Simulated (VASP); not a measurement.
# CdS (F-43m) in VASP: single point with PBEsol

Aim: the single point of CdS with PBEsol.

All numbers are computed with VASP 6.6.1; they aren't measurements. Logs are shortened: lines on timing, memory, paths and dates and some standing lists are left out, and cuts for length are marked.

## (1) The cell of the first run

It takes space group F-43m (No. 216, cubic). The conventional cell has a = 5.833 Å, b = 5.833 Å, c = 5.833 Å, α = 90.00°, β = 90.00°, γ = 90.00°. Cd (site symmetry -43m) has 4 S at 2.53 Å within 3.3 Å. Within 3.3 Å of S (site symmetry -43m) lie 4 Cd at 2.53 Å.

## (2) Single point, PBEsol

Input file INCAR:

```
  ALGO = Normal
  EDIFF = 1E-6
  ENCUT = 500
  GGA = PS
  GGA_COMPAT = F
  ISIF = 2
  ISMEAR = 0
  ISYM = 0
  LASPH = T
  LCHARG = F
  LREAL = F
  LWAVE = F
  NBANDS = 16
  NELM = 120
  PREC = Accurate
  SIGMA = 0.01
```

Input file KPOINTS:

```
Automatic mesh
0
Gamma
  4 4 4
  0.5 0.5 0.5
```

Input file POSCAR:

```
CdS
1.0
    0.0000000000      2.9165000000      2.9165000000
    2.9165000000      0.0000000000      2.9165000000
    2.9165000000      2.9165000000      0.0000000000
Cd S
1 1
Direct
    0.0000000000      0.0000000000      0.0000000000
    0.7500000000      0.7500000000      0.7500000000
```

Potentials or basis: VASP PAW PBE potentials, release 64 (Cd, S).

Run with:

```sh
> cat potpaw_PBE.64/Cd/POTCAR potpaw_PBE.64/S/POTCAR > POTCAR
> mpirun -np 1 vasp_std > vasp.out
```

OUTCAR:

```text
EDIFF = 1E-6
   ENCUT = 500
   GGA = PS
   ISIF = 2
   ISMEAR = 0
   ISYM = 0
   LASPH = T
   LREAL = F
   NELM = 120
   PREC = Accurate

 ion  position               nearest neighbor table
   1  0.000  0.000  0.000-   2 2.53   2 2.53   2 2.53   2 2.53
   2  0.750  0.750  0.750-   1 2.53   1 2.53   1 2.53   1 2.53

IMPORTANT INFORMATION: All symmetrisations will be switched off!
NOSYMM: (Re-)initialisation of all symmetry stuff for point group C_1.

----------------------------------------------------------------------------------------

                                     Primitive cell

  volume of cell :      49.6153

  direct lattice vectors                    reciprocal lattice vectors
     0.000000000  2.916500000  2.916500000    -0.171438368  0.171438368  0.171438368
     2.916500000  0.000000000  2.916500000     0.171438368 -0.171438368  0.171438368
     2.916500000  2.916500000  0.000000000     0.171438368  0.171438368 -0.171438368

  length of vectors
     4.124553855  4.124553855  4.124553855     0.296939964  0.296939964  0.296939964

  position of ions in fractional coordinates (direct lattice)
     0.000000000  0.000000000  0.000000000
     0.750000000  0.750000000  0.750000000

  ion indices of the primitive-cell ions
   primitive index   ion index
                 1           1
                 2           2

----------------------------------------------------------------------------------------

 KPOINTS: Automatic mesh

Automatic generation of k-mesh.
 Grid dimensions read from file:
 generate k-points for:    4    4    4

 Generating k-lattice:

  Cartesian coordinates                     Fractional coordinates (reciprocal lattice)
    -0.042859592  0.042859592  0.042859592     0.250000000  0.000000000  0.000000000
     0.042859592 -0.042859592  0.042859592     0.000000000  0.250000000  0.000000000
     0.042859592  0.042859592 -0.042859592     0.000000000  0.000000000  0.250000000

  Length of vectors
     0.074234991  0.074234991  0.074234991

  Shift w.r.t. Gamma in fractional coordinates (k-lattice)
     0.500000000  0.500000000  0.500000000

 Subroutine IBZKPT returns following result:
 ===========================================

 Found    128 irreducible k-points:

 Following reciprocal coordinates:
            Coordinates               Weight
  0.125000  0.125000  0.125000      2.000000
  0.125000  0.000000  0.000000      2.000000
  0.000000  0.000000 -0.125000      2.000000
  0.000000  0.125000  0.000000      2.000000
  0.375000  0.125000  0.125000      2.000000
  0.125000  0.375000  0.125000      2.000000
[... 16 lines left out ...]
  0.000000  0.500000 -0.125000      2.000000
  0.500000  0.000000 -0.125000      2.000000
 [... further k-points ...]
   k-points           NKPTS =    128   k-points in BZ     NKDIM =    128   number of bands    NBANDS=     16
   number of dos      NEDOS =    301   number of ions     NIONS =      2
   total plane-waves  NPLWV =  27000
   dimension x,y,z NGX =    30 NGY =   30 NGZ =   30
   dimension x,y,z NGXF=    60 NGYF=   60 NGZF=   60
   ions per type =               1   1
   NGX,Y,Z   is equivalent  to a cutoff of  12.09, 12.09, 12.09 a.u.
   NGXF,Y,Z  is equivalent  to a cutoff of  24.18, 24.18, 24.18 a.u.
 SYSTEM =  unknown system
   PREC   = accura    normal or accurate (medium, high low for compatibility)
   ISTART =      0    job   : 0-new  1-cont  2-samecut
   ICHARG =      2    charge: 1-file 2-atom 10-const
   ISPIN  =      1    spin polarized calculation?
   LNONCOLLINEAR =      F non collinear calculations
   LSORBIT =      F    spin-orbit coupling
   LASPH  =      T    aspherical Exc in radial PAW
   ENCUT  =  500.0 eV  36.75 Ry    6.06 a.u.   7.52  7.52  7.52*2*pi/ulx,y,z
   NELM   =    120;   NELMIN=  2; NELMDL= -5     # of ELM steps
   EDIFF  = 0.1E-05   stopping-criterion for ELM
   LREAL  =      F    real-space projection
   EDIFFG = 0.1E-04   stopping-criterion for IOM
   NSW    =      0    number of steps for IOM
   IBRION =     -1    ionic relax: 0-MD 1-quasi-New 2-CG
   NFREE  =      0    steps in history (QN), initial steepest desc. (CG)
   ISIF   =      2    stress and relaxation
   ISYM   =      0    0-nonsym 1-usesym 2-fastsym
   POTIM  = 0.5000    time-step for ionic-motion
   TEBEG  =    0.0;   TEEND  =   0.0 temperature during run
   PSTRESS=    0.0 pullay stress
   NELECT =      18.0000    total number of electrons
   NUPDOWN=      -1.0000    fix difference up-down
   EMIN   =  10.00;   EMAX   =-10.00  energy-range for DOS
   EFERMI =   0.00;   METHOD = LEGACY
   ISMEAR =     0;   SIGMA  =   0.01  broadening in eV -4-tet -1-fermi 0-gaus
   EFERMI_NEDOS =   21; number of points for ismear=-14 and -15
   IALGO  =     38    algorithm
   IMIX   =      4    mixing-type and parameters
     AMIX     =   0.40;   BMIX     =  1.00
     AMIX_MAG =   1.60;   BMIX_MAG =  1.00
  volume/ion in A,a.u.               =      24.81       167.41
  Fermi-wavevector in a.u.,A,eV,Ry     =   1.167599  2.206442 18.548649  1.363287
  Thomas-Fermi vector in A             =   2.304097
   LORBIT       =      0    0 simple, 1 ext, 2 COOP (PROOUT), +10 PAW based schemes
   GGA     = PS    functional components
   LHFCALC =     F    Hartree Fock is set to
   AEXX    =    0.0000 exact exchange contribution
   IVDW    =     0    specifies the selected vdW correction
   LEPSILON=     F    determine dielectric tensor
   LRPA    =     F    only Hartree local field effects (RPA)
 non-spin polarized calculation
 Gauss-broadening in eV      SIGMA  =   0.01
  energy-cutoff  :      500.00
  volume of cell :       49.62
 maximum number of plane-waves:      1276
   NGX = 15   NGY = 15   NGZ = 15

 number of electron      18.0000003 magnetization

 Free energy of the ion-electron system (eV)
  ---------------------------------------------------
  ext. energy  EPLUGINS =         0.00000000
  ---------------------------------------------------
  free energy    TOTEN  =        -6.81374872 eV

  energy without entropy =       -6.81374872  energy(sigma->0) =       -6.81374872

 E-fermi :   1.1780     XC(G=0):  -9.3784

 val. band max:        1.0872492101   @ k =   0.0000   0.0000  -0.1250
 cond. band min:       3.0890129473   @ k =   0.0000   0.1250   0.0000
 fundamental gap:      2.0017637371
 Fermi energy:         1.1780325984

 k-point     1 :       0.1250    0.1250    0.1250
  band No.  band energies     occupation
      1     -11.1091      2.00000
      2      -6.4944      2.00000
      3      -6.4944      2.00000
      4      -6.4648      2.00000
      5      -6.0302      2.00000
      6      -6.0302      2.00000
[... 8 lines left out ...]
     15      12.0213      0.00000
     16      13.0025      0.00000

 k-point     2 :       0.1250    0.0000    0.0000
  band No.  band energies     occupation
      1     -11.1091      2.00000
      2      -6.4944      2.00000
      3      -6.4944      2.00000
      4      -6.4648      2.00000
      5      -6.0302      2.00000
      6      -6.0302      2.00000
[... 8 lines left out ...]
     15      12.0213      0.00000
     16      13.0025      0.00000

 k-point     3 :       0.0000    0.0000   -0.1250
  band No.  band energies     occupation
      1     -11.1091      2.00000
      2      -6.4944      2.00000
      3      -6.4944      2.00000
      4      -6.4648      2.00000
      5      -6.0302      2.00000
      6      -6.0302      2.00000
[... 8 lines left out ...]
     15      12.0213      0.00000
     16      13.0025      0.00000

 k-point     4 :       0.0000    0.1250    0.0000
  band No.  band energies     occupation
      1     -11.1091      2.00000
      2      -6.4944      2.00000
      3      -6.4944      2.00000
      4      -6.4648      2.00000
      5      -6.0302      2.00000
      6      -6.0302      2.00000
[... 8 lines left out ...]
     15      12.0213      0.00000
     16      13.0025      0.00000

 k-point     5 :       0.3750    0.1250    0.1250
  band No.  band energies     occupation
      1     -10.8601      2.00000
      2      -6.4146      2.00000
      3      -6.4011      2.00000
      4      -6.1504      2.00000
      5      -6.0428      2.00000
      6      -5.9746      2.00000
[... 8 lines left out ...]
     15      12.7203      0.00000
     16      13.4584      0.00000

 k-point     6 :       0.1250    0.3750    0.1250
  band No.  band energies     occupation
      1     -10.8601      2.00000
      2      -6.4146      2.00000
      3      -6.4011      2.00000
      4      -6.1504      2.00000
      5      -6.0428      2.00000
      6      -5.9746      2.00000
[... 8 lines left out ...]
     15      12.7203      0.00000
     16      13.4584      0.00000
[... 267 lines left out ...]
 k-point    21 :      -0.3750    0.5000    0.5000
  band No.  band energies     occupation
      1     -10.7154      2.00000
      2      -6.3836      2.00000
      3      -6.3608      2.00000
      4      -6.0340      2.00000
      5      -5.9875      2.00000
      6      -5.6383      2.00000
[... 8 lines left out ...]
     15      13.4843      0.00000
     16      13.7511      0.00000

 k-point    22 :       0.1250    0.5000    0.0000
  band No.  band energies     occupation
      1     -10.7154      2.00000
      2      -6.3836      2.00000
      3      -6.3608      2.00000
      4      -6.0340      2.00000
      5      -5.9875      2.00000
      6      -5.6383      2.00000
[... 8 lines left out ...]
     15      13.4843      0.00000
     16      13.7511      0.00000

 k-point    23 :       0.0000    0.5000   -0.1250
  band No.  band energies     occupation
      1     -10.7154      2.00000
      2      -6.3836      2.00000
      3      -6.3608      2.00000
      4      -6.0340      2.00000
      5      -5.9875      2.00000
      6      -5.6383      2.00000
[... 8 lines left out ...]
     15      13.4843      0.00000
     16      13.7511      0.00000

 k-point    24 :       0.5000    0.0000   -0.1250
  band No.  band energies     occupation
      1     -10.7154      2.00000
      2      -6.3836      2.00000
      3      -6.3608      2.00000
      4      -6.0340      2.00000
      5      -5.9875      2.00000
      6      -5.6383      2.00000
[... 8 lines left out ...]
     15      13.4843      0.00000
     16      13.7511      0.00000

 [... further k-points ...]

------------------------ aborting loop because EDIFF is reached ----------------------------------------

  FORCE on cell =-STRESS in cart. coord.  units (eV):
  Direction    XX          YY          ZZ          XY          YZ          ZX
  --------------------------------------------------------------------------------------
  -------------------------------------------------------------------------------------
  Total        0.0351053      0.0351043      0.0351052     -0.0000034     -0.0000046     -0.0000007
  in kB        1.1336197      1.1335863      1.1336165     -0.0001086     -0.0001474     -0.0000211
  external PRESSURE =       1.1336075 kB  Pullay stress =       0.0000000 kB

 VOLUME and BASIS-vectors are now :
 -----------------------------------------------------------------------------
  energy-cutoff  :      500.00
  volume of cell :       49.62
      direct lattice vectors                 reciprocal lattice vectors
     0.000000000  2.916500000  2.916500000    -0.171438368  0.171438368  0.171438368
     2.916500000  0.000000000  2.916500000     0.171438368 -0.171438368  0.171438368
     2.916500000  2.916500000  0.000000000     0.171438368  0.171438368 -0.171438368

 POSITION                                       TOTAL-FORCE (eV/Angst)
 -----------------------------------------------------------------------------------
      0.00000      0.00000      0.00000         0.000000      0.000000      0.000001
      4.37475      4.37475      4.37475        -0.000000     -0.000000     -0.000001
 -----------------------------------------------------------------------------------
    total drift:                                0.000001      0.000001      0.000000

  FREE ENERGIE OF THE ION-ELECTRON SYSTEM (eV)
  ---------------------------------------------------
  free  energy   TOTEN  =        -6.8137487156 eV

  energy  without entropy=       -6.8137487156  energy(sigma->0) =       -6.81374872
```

It took 76 s on 1 thread of Intel Xeon Platinum 8488C (Sapphire Rapids), shared host; peak memory 0.23 GiB.

What came out:

| Quantity | Value |
| --- | --- |
| Free energy | -6.8137 eV |
| Pressure | 0.1 GPa |
| Band gap on the k mesh | 2.00 eV |

Levels at points of the mesh, in eV from the valence-band top:
```
           k point  band 6  band 7  band 8  band 9  band 10  band 11  band 12  band 13
(0.12, 0.12, 0.12)   -7.12   -0.94    0.00    0.00     2.00     6.30     6.77     6.77
```

Caveat: the PAW data sets were made with another functional, which shifts forces and pressure a little; a shifted mesh leaves out Γ, where band edges can lie.
